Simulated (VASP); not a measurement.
# Yb (Im-3m) in VASP: further runs

Yb is run at these levels: LDA; tasks: single point.

Program: VASP 6.6.1. These are calculated values, not measurements. Logs are shortened: lines on timing, memory, paths and dates and some standing lists are left out, and cuts for length are marked.

### 1 The cell of the first run

Symmetry: Im-3m, No. 229, cubic system. The conventional cell has a = 3.883 Å, b = 3.883 Å, c = 3.883 Å, α = 90.00°, β = 90.00°, γ = 90.00°. Within 4.4 Å of Yb (site symmetry m-3m) lie 14 Yb at 3.36 to 3.88 Å.

This isn't the form of Yb at room conditions, which is fcc.

### 2 Single point, LDA

The input, INCAR:

```
PREC = Accurate ; ENCUT = 520
EDIFF = 1E-6 ; ISMEAR = -1
SIGMA = 0.1 ; LREAL = F
LASPH = T ; NELM = 80
ALGO = Normal ; ISIF = 2
LWAVE = F ; LCHARG = T
GGA = CA ; LELF = T
LVHAR = T ; NBANDS = 18
```

The input, KPOINTS:

```
regular mesh
0
Gamma
  10 10 10
```

The input, POSCAR:

```
Yb
1.0
   -1.9413498322      1.9413498322      1.9413498322
    1.9413498322     -1.9413498322      1.9413498322
    1.9413498322      1.9413498322     -1.9413498322
Yb
1
Direct
    0.0000000000      0.0000000000      0.0000000000
```

Potentials or basis: VASP PAW PBE potentials, release 64 (Yb).

Run with:

```console
$ cat potpaw_PBE.64/Yb/POTCAR > POTCAR
$ mpirun -np 1 vasp_std > vasp.out
```

OUTCAR:

```text
PREC = Accurate
   ENCUT = 520
   EDIFF = 1E-6
   ISMEAR = -1
   LREAL = F
   LASPH = T
   NELM = 80
   ISIF = 2
   GGA = CA

 ion  position               nearest neighbor table
   1  0.000  0.000  0.000-

  LATTYP: Found a body centered cubic cell.
 ALAT       =     3.8826996644

  Lattice vectors:

 A1 = (  -1.9413498322,   1.9413498322,   1.9413498322)
 A2 = (   1.9413498322,  -1.9413498322,   1.9413498322)
 A3 = (   1.9413498322,   1.9413498322,  -1.9413498322)

Analysis of symmetry for initial positions (statically):
=====================================================================
 Subroutine PRICEL returns:
 Original cell was already a primitive cell.

 Routine SETGRP: Setting up the symmetry group for a
 body centered cubic supercell.

 Subroutine GETGRP returns: Found 48 space group operations
 (whereof 48 operations were pure point group operations)
 out of a pool of 48 trial point group operations.

The static configuration has the point symmetry O_h .

Analysis of symmetry for dynamics (positions and initial velocities):
=====================================================================
 Subroutine PRICEL returns:
 Original cell was already a primitive cell.

 Routine SETGRP: Setting up the symmetry group for a
 body centered cubic supercell.

 Subroutine GETGRP returns: Found 48 space group operations
 (whereof 48 operations were pure point group operations)
 out of a pool of 48 trial point group operations.

The dynamic configuration has the point symmetry O_h .

 Subroutine INISYM returns: Found 48 space group operations
 (whereof 48 operations are pure point group operations),
 and found     1 'primitive' translations

----------------------------------------------------------------------------------------

                                     Primitive cell

  volume of cell :      29.2665

  direct lattice vectors                    reciprocal lattice vectors
    -1.941349832  1.941349832  1.941349832     0.000000000  0.257552756  0.257552756
     1.941349832 -1.941349832  1.941349832     0.257552756  0.000000000  0.257552756
     1.941349832  1.941349832 -1.941349832     0.257552756  0.257552756  0.000000000

  length of vectors
     3.362516545  3.362516545  3.362516545     0.364234601  0.364234601  0.364234601

  position of ions in fractional coordinates (direct lattice)
     0.000000000  0.000000000  0.000000000

  ion indices of the primitive-cell ions
   primitive index   ion index
                 1           1

----------------------------------------------------------------------------------------

 KPOINTS: regular mesh

Automatic generation of k-mesh.
 Grid dimensions read from file:
 generate k-points for:   10   10   10

 Generating k-lattice:

  Cartesian coordinates                     Fractional coordinates (reciprocal lattice)
     0.000000000  0.025755276  0.025755276     0.100000000  0.000000000  0.000000000
     0.025755276  0.000000000  0.025755276     0.000000000  0.100000000  0.000000000
     0.025755276  0.025755276  0.000000000     0.000000000  0.000000000  0.100000000

  Length of vectors
     0.036423460  0.036423460  0.036423460

  Shift w.r.t. Gamma in fractional coordinates (k-lattice)
     0.000000000  0.000000000  0.000000000

 Subroutine IBZKPT returns following result:
 ===========================================

 Found     47 irreducible k-points:

 Following reciprocal coordinates:
            Coordinates               Weight
  0.000000  0.000000  0.000000      1.000000
  0.100000  0.000000  0.000000     12.000000
  0.200000  0.000000  0.000000     12.000000
  0.300000  0.000000  0.000000     12.000000
  0.400000  0.000000  0.000000     12.000000
  0.500000  0.000000  0.000000      6.000000
[... 16 lines left out ...]
  0.300000  0.300000  0.100000      8.000000
 -0.300000  0.300000  0.100000     24.000000
 [... further k-points ...]
   k-points           NKPTS =     47   k-points in BZ     NKDIM =     47   number of bands    NBANDS=     18
   number of dos      NEDOS =    301   number of ions     NIONS =      1
   total plane-waves  NPLWV =  21952
   dimension x,y,z NGX =    28 NGY =   28 NGZ =   28
   dimension x,y,z NGXF=    56 NGYF=   56 NGZF=   56
   ions per type =               1
   NGX,Y,Z   is equivalent  to a cutoff of  13.84, 13.84, 13.84 a.u.
   NGXF,Y,Z  is equivalent  to a cutoff of  27.69, 27.69, 27.69 a.u.
 SYSTEM =  unknown system
   PREC   = accura    normal or accurate (medium, high low for compatibility)
   ISTART =      0    job   : 0-new  1-cont  2-samecut
   ICHARG =      2    charge: 1-file 2-atom 10-const
   ISPIN  =      1    spin polarized calculation?
   LNONCOLLINEAR =      F non collinear calculations
   LSORBIT =      F    spin-orbit coupling
   LASPH  =      T    aspherical Exc in radial PAW
   ENCUT  =  520.0 eV  38.22 Ry    6.18 a.u.   6.25  6.25  6.25*2*pi/ulx,y,z
   NELM   =     80;   NELMIN=  2; NELMDL= -5     # of ELM steps
[... 80 lines left out ...]
  band No.  band energies     occupation
      1     -49.4043      2.00000
      2     -21.8477      2.00000
      3     -21.6782      2.00000
      4     -21.6034      2.00000
      5      -2.4395      2.00000
      6       1.2901      1.99708
[... 10 lines left out ...]
     17       7.3201      0.00000
     18      14.5686      0.00000

 k-point     4 :       0.3000    0.0000    0.0000
  band No.  band energies     occupation
      1     -49.3894      2.00000
      2     -22.0566      2.00000
      3     -21.7454      2.00000
      4     -21.6047      2.00000
      5      -1.2986      2.00000
      6       1.3016      1.99672
[... 10 lines left out ...]
     17       7.6222      0.00000
     18      13.4461      0.00000

 k-point     5 :       0.4000    0.0000    0.0000
  band No.  band energies     occupation
      1     -49.3773      2.00000
      2     -22.2189      2.00000
      3     -21.7990      2.00000
      4     -21.6059      2.00000
      5      -0.3434      2.00000
      6       1.2983      1.99683
[... 10 lines left out ...]
     17       9.3662      0.00000
     18      12.0767      0.00000

 k-point     6 :       0.5000    0.0000    0.0000
  band No.  band energies     occupation
      1     -49.3727      2.00000
      2     -22.2794      2.00000
      3     -21.8193      2.00000
      4     -21.6063      2.00000
      5      -0.0209      2.00000
      6       1.2958      1.99691
[... 10 lines left out ...]
     17      10.5045      0.00000
     18      11.4636      0.00000

 k-point     7 :       0.1000    0.1000    0.0000
  band No.  band energies     occupation
      1     -49.4080      2.00000
      2     -21.7926      2.00000
      3     -21.6471      2.00000
      4     -21.6187      2.00000
      5      -2.7058      2.00000
      6       1.2850      1.99722
[... 10 lines left out ...]
     17       7.4358      0.00000
     18      14.7113      0.00000

 k-point     8 :       0.2000    0.1000    0.0000
  band No.  band energies     occupation
      1     -49.3946      2.00000
      2     -21.9730      2.00000
      3     -21.7138      2.00000
      4     -21.6263      2.00000
      5      -1.6852      2.00000
      6       1.2872      1.99716
[... 10 lines left out ...]
     17       7.7166      0.00000
     18      14.0551      0.00000
[... 229 lines left out ...]
     17       7.6740      0.00000
     18      15.0871      0.00000

 k-point    20 :       0.2000    0.2000    0.1000
  band No.  band energies     occupation
      1     -49.3766      2.00000
      2     -22.1441      2.00000
      3     -21.8099      2.00000
      4     -21.7093      2.00000
      5       0.3417      2.00000
      6       1.3304      1.99563
[... 10 lines left out ...]
     17       9.6690      0.00000
     18      11.3274      0.00000

 k-point    21 :       0.3000    0.2000    0.1000
  band No.  band energies     occupation
      1     -49.3710      2.00000
      2     -22.1404      2.00000
      3     -21.9058      2.00000
      4     -21.7259      2.00000
      5       1.0730      1.99967
      6       1.3380      1.99529
[... 10 lines left out ...]
     17       9.0480      0.00000
     18      11.5316      0.00000

 k-point    22 :      -0.2000    0.2000    0.1000
  band No.  band energies     occupation
      1     -49.4001      2.00000
      2     -21.8488      2.00000
      3     -21.7007      2.00000
      4     -21.6564      2.00000
      5      -2.1595      2.00000
      6       1.2702      1.99761
[... 10 lines left out ...]
     17       7.9678      0.00000
     18      14.4874      0.00000

 k-point    23 :       0.3000    0.3000    0.1000
  band No.  band energies     occupation
      1     -49.3693      2.00000
      2     -22.0317      2.00000
      3     -22.0317      2.00000
      4     -21.7468      2.00000
      5       1.2663      1.99770
      6       1.3598      1.99414
[... 10 lines left out ...]
     17       8.0998      0.00000
     18      12.5367      0.00000

 k-point    24 :      -0.3000    0.3000    0.1000
  band No.  band energies     occupation
      1     -49.3855      2.00000
      2     -22.0470      2.00000
      3     -21.7690      2.00000
      4     -21.6553      2.00000
      5      -1.0367      2.00000
      6       1.2710      1.99758
[... 10 lines left out ...]
     17       8.0638      0.00000
     18      12.8719      0.00000

 [... further k-points ...]
[... 5 lines left out ...]
  --------------------------------------------------------------------------------------
  -------------------------------------------------------------------------------------
  Total        0.0595124      0.0595124      0.0595124      0.0000000      0.0000000     -0.0000000
  in kB        3.2579643      3.2579643      3.2579643      0.0000000      0.0000000     -0.0000000
  external PRESSURE =       3.2579643 kB  Pullay stress =       0.0000000 kB

 VOLUME and BASIS-vectors are now :
 -----------------------------------------------------------------------------
  energy-cutoff  :      520.00
  volume of cell :       29.27
      direct lattice vectors                 reciprocal lattice vectors
    -1.941349832  1.941349832  1.941349832     0.000000000  0.257552756  0.257552756
     1.941349832 -1.941349832  1.941349832     0.257552756  0.000000000  0.257552756
     1.941349832  1.941349832 -1.941349832     0.257552756  0.257552756  0.000000000

 POSITION                                       TOTAL-FORCE (eV/Angst)
 -----------------------------------------------------------------------------------
      0.00000      0.00000      0.00000         0.000000      0.000000      0.000000
 -----------------------------------------------------------------------------------
    total drift:                               -0.000000     -0.000000     -0.000000

  FREE ENERGIE OF THE ION-ELECTRON SYSTEM (eV)
  ---------------------------------------------------
  free  energy   TOTEN  =        -4.2341668754 eV

  energy  without entropy=       -4.1664607675  energy(sigma->0) =       -4.20031382
```

Wall time 34 s (1 thread of Intel Xeon 6975P-C (Granite Rapids), shared host); peak memory 0.16 GiB.

What came out:

| Property | Result |
| --- | --- |
| Free energy | -4.2342 eV |
| Pressure | 0.3 GPa |
| Band gap on the k mesh | zero (bands 12 and 13 overlap by 0.62 eV) |

Levels at points of the mesh, in eV from the Fermi level:
| k point | band 10 | band 11 | band 12 | band 13 | band 14 | band 15 |
| --- | --- | --- | --- | --- | --- | --- |
| (0.00, 0.00, 0.00) | -0.46 | -0.46 | -0.41 | 2.97 | 2.97 | 2.97 |
| (0.50, 0.00, 0.00) | -0.50 | -0.47 | -0.44 | 1.06 | 1.34 | 5.11 |
| (0.50, 0.50, 0.50) | -0.58 | -0.45 | -0.45 | -0.45 | 6.59 | 6.59 |

Caveat: the PAW data sets were made with another functional, which shifts forces and pressure a little; spin-orbit coupling is left out, which moves the levels of the heavy elements.

### 3 Single point, LDA (25.75 Å³/atom)

This run uses another cell than the first one, of 25.75 Å³/atom.

The input, INCAR:

```
  PREC = Accurate
  ENCUT = 520
  EDIFF = 1E-6
  ISMEAR = -1
  SIGMA = 0.1
  LREAL = False
  LASPH = True
  NELM = 80
  ALGO = Normal
  ISIF = 2
  LWAVE = False
  LCHARG = False
  GGA = CA
  NBANDS = 18
```

The input, KPOINTS:

```
regular mesh
0
Gamma
  13 13 13
```

The input, POSCAR:

```
Yb
1.0
   -1.8603644271      1.8603644271      1.8603644271
    1.8603644271     -1.8603644271      1.8603644271
    1.8603644271      1.8603644271     -1.8603644271
Yb
1
Direct
    0.0000000000      0.0000000000      0.0000000000
```

Potentials or basis: VASP PAW PBE potentials, release 64 (Yb).

Run with:

```console
$ cat potpaw_PBE.64/Yb/POTCAR > POTCAR
$ mpirun -np 1 vasp_std > vasp.out
```

Run time: 22 s. Hardware: 1 thread of Intel Xeon 6975P-C (Granite Rapids), shared host; peak memory 0.16 GiB.

It converged, with:

```
Free energy            : -4.1906 eV
Pressure               : 6.7 GPa
Band gap on the k mesh : zero (bands 12 and 13 overlap by 1.02 eV)
```

Levels at points of the mesh, in eV from the Fermi level:
```tsv
k point	band 9	band 10	band 11	band 12	band 13	band 14	band 15	band 16
(0.00, 0.00, 0.00)	-0.46	-0.46	-0.46	-0.41	3.12	3.12	3.12	5.75
```

Caveat: the cell stands under pressure; the PAW data sets were made with another functional, which shifts forces and pressure a little; spin-orbit coupling is left out, which moves the levels of the heavy elements. Spin polarisation is off, so any magnetic state and its effect on volume and gap are missing.

### 4 Single point, LDA (26.93 Å³/atom)

This run uses another cell than the first one, of 26.93 Å³/atom.

The input, INCAR:

```
PREC     = Accurate       # precision mode
ENCUT    = 520            # plane-wave cutoff, eV
EDIFF    = 1E-7           # SCF threshold, eV
ISMEAR   = -1             # smearing method
SIGMA    = 0.1            # smearing width, eV
LREAL    = False          # projectors in reciprocal space
LASPH    = True           # aspherical terms in the spheres
NELM     = 60             # most SCF steps
ALGO     = Normal         # electronic algorithm
ISIF     = 2              # what is computed and relaxed
LWAVE    = False          # write WAVECAR
LCHARG   = False          # write CHGCAR
GGA      = CA             # functional
NBANDS   = 18             # bands
```

KPOINTS is that of step 3.

The input, POSCAR:

```
Yb
1.0
   -1.8881351545      1.8881351545      1.8881351545
    1.8881351545     -1.8881351545      1.8881351545
    1.8881351545      1.8881351545     -1.8881351545
Yb
1
Direct
    0.0000000000      0.0000000000      0.0000000000
```

Run with:

```console
$ cat potpaw_PBE.64/Yb/POTCAR > POTCAR
$ mpirun -np 1 vasp_std > vasp.out
```

Run time: 25 s. Hardware: 1 thread of Intel Xeon 6975P-C (Granite Rapids), shared host; peak memory 0.16 GiB.

The run converged. Its results:

| Item | Value |
| --- | --- |
| Free energy | -4.2164 eV |
| Pressure | 2.3 GPa |
| Band gap on the k mesh | zero (bands 12 and 13 overlap by 0.95 eV) |

Levels at points of the mesh, in eV from the Fermi level:
```csv
k point,band 8,band 9,band 10,band 11,band 12,band 13,band 14,band 15,band 16,band 17
"(0.00, 0.00, 0.00)",-0.69,-0.46,-0.46,-0.46,-0.41,3.07,3.07,3.07,5.59,5.59
```

Caveat: the PAW data sets were made with another functional, which shifts forces and pressure a little; spin-orbit coupling is left out, which moves the levels of the heavy elements.

### 5 Single point, LDA (28.10 Å³/atom)

This run uses another cell than the first one, of 28.10 Å³/atom.

The input, INCAR:

```
SYSTEM = Yb
  ALGO = Normal
  EDIFF = 1E-6
  ENCUT = 520
  GGA = CA
  ISIF = 2
  ISMEAR = -1
  LASPH = .True.
  LCHARG = .False.
  LREAL = .False.
  LWAVE = .False.
  NBANDS = 18
  NELM = 100
  PREC = Accurate
  SIGMA = 0.1
```

The input, KPOINTS:

```
k-points
0
Gamma
  13 13 13
  0 0 0
```

The input, POSCAR:

```
Yb
1.0
   -1.9151121586      1.9151121586      1.9151121586
    1.9151121586     -1.9151121586      1.9151121586
    1.9151121586      1.9151121586     -1.9151121586
Yb
1
Direct
    0.0000000000      0.0000000000      0.0000000000
```

Run with:

```console
$ cat potpaw_PBE.64/Yb/POTCAR > POTCAR
$ mpirun -np 1 vasp_std > vasp.out
```

It took 40 s on 1 thread of Intel Xeon 6975P-C (Granite Rapids), shared host; peak memory 0.18 GiB.

Results (log left out):

```
Free energy            : -4.2301 eV
Pressure               : -0.1 GPa
Band gap on the k mesh : zero (bands 12 and 13 overlap by 0.88 eV)
```

Levels at points of the mesh, in eV from the Fermi level:
| k point | band 8 | band 9 | band 10 | band 11 | band 12 | band 13 | band 14 | band 15 | band 16 | band 17 |
| --- | --- | --- | --- | --- | --- | --- | --- | --- | --- | --- |
| (0.00, 0.00, 0.00) | -0.67 | -0.46 | -0.46 | -0.46 | -0.41 | 3.02 | 3.02 | 3.02 | 5.45 | 5.45 |

Caveat: the PAW data sets were made with another functional, which shifts forces and pressure a little; spin-orbit coupling is left out, which moves the levels of the heavy elements. Spin polarisation is off, so any magnetic state and its effect on volume and gap are missing.

### 6 Single point, LDA (29.27 Å³/atom)

The input, INCAR:

```
SYSTEM = Yb
  PREC = Accurate
  ENCUT = 520
  EDIFF = 1E-6
  ISMEAR = -1
  SIGMA = 0.1
  LREAL = .FALSE.
  LASPH = .TRUE.
  NELM = 100
  ALGO = Normal
  ISIF = 2
  LWAVE = .FALSE.
  LCHARG = .FALSE.
  GGA = CA
  NBANDS = 18
```

The input, KPOINTS:

```
regular mesh
0
G
  13 13 13
  0 0 0
```

The input, POSCAR:

```
Yb
1.0
   -1.9413498322      1.9413498322      1.9413498322
    1.9413498322     -1.9413498322      1.9413498322
    1.9413498322      1.9413498322     -1.9413498322
Yb
1
Direct
    0.0000000000      0.0000000000      0.0000000000
```

Potentials or basis: VASP PAW PBE potentials, release 64 (Yb).

Run with:

```console
$ cat potpaw_PBE.64/Yb/POTCAR > POTCAR
$ mpirun -np 1 vasp_std > vasp.out
```

Run time: 42 s. Hardware: 1 thread of Intel Xeon 6975P-C (Granite Rapids), shared host; peak memory 0.18 GiB.

It converged, with:

```
Free energy            : -4.2340 eV
Pressure               : -0.6 GPa
Band gap on the k mesh : zero (bands 12 and 13 overlap by 0.82 eV)
```

Levels at points of the mesh, in eV from the Fermi level:
| k point | band 10 | band 11 | band 12 | band 13 | band 14 | band 15 |
| --- | --- | --- | --- | --- | --- | --- |
| (0.00, 0.00, 0.00) | -0.46 | -0.46 | -0.41 | 2.97 | 2.97 | 2.97 |

Caveat: the PAW data sets were made with another functional, which shifts forces and pressure a little; spin-orbit coupling is left out, which moves the levels of the heavy elements.

### 7 The runs side by side

```csv
cell,k mesh,gap on the mesh (eV),pressure (GPa)
"a = 3.363 Å, angles 109.5°, 1 atom",10 × 10 × 10,none,0.3
"a = 3.222 Å, angles 109.5°, 1 atom",13 × 13 × 13,none,6.7
"a = 3.270 Å, angles 109.5°, 1 atom",13 × 13 × 13,none,2.3
"a = 3.317 Å, angles 109.5°, 1 atom",13 × 13 × 13,none,-0.1
"a = 3.363 Å, angles 109.5°, 1 atom",13 × 13 × 13,none,-0.6
```

Alike in all rows: task single point; level LDA; potentials or basis VASP PAW PBE potentials, release 64 (Yb); no spin polarisation; cutoff (eV) 520; smearing fermi-dirac 0.1 eV.

Caveats: the PAW data sets were made with another functional, which shifts forces and pressure a little; spin-orbit coupling is left out, which moves the levels of the heavy elements; the cell stands under pressure (at least some runs).

Absolute energies hang on the potentials; compare differences alone.
